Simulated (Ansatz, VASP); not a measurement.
**Ba: VASP beside Ansatz**

```xyz
2
Lattice="2.2043 -3.9989 0.0000 2.2043 3.9989 0.0000 0.0000 0.0000 7.4305" Properties=species:S:1:pos:R:3 pbc="T T T"
Ba    2.1850   -1.2530    1.8495
Ba    2.1873    1.2797    5.5646
```

Alike in both runs: functional PBE; k mesh 6 × 6 × 3; occupations fermi-dirac, width 0.05 eV; no spin polarisation.

Ansatz relaxed the structure, and its values are those at the end. VASP's run is a single point on that final structure, the one shown.

|  | VASP | Ansatz |
| --- | --- | --- |
| version | VASP 6.6.1 | Ansatz 0.2.0 |
| potentials or method | VASP PAW PBE potentials, release 64 (Ba_sv) | PAW with Ansatz's default frozen-core files, scalar-relativistic |
| plane-wave cutoff (eV) | 520 | 420 |
| valence electrons in the cell | 20 | 20 |

```csv
,VASP,Ansatz,Ansatz less VASP
gap on the k mesh at the Fermi level (eV),none,none,-
pressure (GPa),-0.3,-0.3,-0.04
```

A gap of «none» marks a metal or a gap that the smearing closes. Ansatz's warnings: stress scf threshold loose.

Spin-orbit coupling is off throughout.
